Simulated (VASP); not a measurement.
A run of VASP 6.6.1 is set up as follows.

The input INCAR:

```
PREC = Accurate
ENCUT = 600
EDIFF = 1E-7
ISMEAR = 0
SIGMA = 0.1
LREAL = F
LASPH = T
NELM = 80
ALGO = Normal
ISIF = 3
LWAVE = F
LCHARG = F
GGA = PE
IBRION = 2
NSW = 100
EDIFFG = -0.01
```

File KPOINTS:

```
regular mesh
0
Gamma
  6 6 12
```

The input POSCAR:

```
MgS5
1.0
    6.5225080652      0.0000000000      0.0000000000
   -3.2612540326      5.6486576808      0.0000000000
    0.0000000000      0.0000000000      3.2825565310
Mg S
1 5
Direct
    0.0000000000      0.0000000000      0.0000000000
    0.5000000000      0.0000000000      0.5000000000
    0.5000000000      0.5000000000      0.5000000000
    0.0000000000      0.5000000000      0.5000000000
    0.3333333333      0.6666666667      0.0000000000
    0.6666666667      0.3333333333      0.0000000000
```

Potentials or basis: VASP PAW PBE potentials, release 64 (Mg, S).

Run with:

```sh
$ cat potpaw_PBE.64/Mg/POTCAR potpaw_PBE.64/S/POTCAR > POTCAR
$ mpirun -np 1 vasp_std > vasp.out
```

Q: Estimate the relaxed volume.

A: 20.43 Å³/atom.

Q: What does it give for the band gap on the k mesh?

A: Zero (band 16 reaches 5.51 eV, above the bottom of band 17 at 3.84 eV).

Q: Predict the relaxed cell.

A: a = 6.602 Å, b = 6.602 Å, c = 3.247 Å, α = 90.00°, β = 90.00°, γ = 120.00°.

Q: Predict the space group after relaxing (to 0.05 Å).

A: P6/mmm (No. 191).

The path:
| step | energy change (eV) | largest force (eV/Å) | pressure (GPa) | volume (Å³) |
| --- | --- | --- | --- | --- |
| 1 | 0.0000 | 0.0000 | 0.54 | 120.94 |
| 2 | -0.0049 | 0.0000 | 0.03 | 122.12 |
| 3 | -0.0059 | 0.0000 | -0.34 | 123.04 |
| 4 | -0.0087 | 0.0000 | -0.17 | 122.89 |
| 5 | -0.0090 | 0.0000 | -0.10 | 122.84 |
| 6 | -0.0090 | 0.0000 | -0.10 | 122.83 |
| 7 | -0.0090 | 0.0000 | 0.02 | 122.56 |
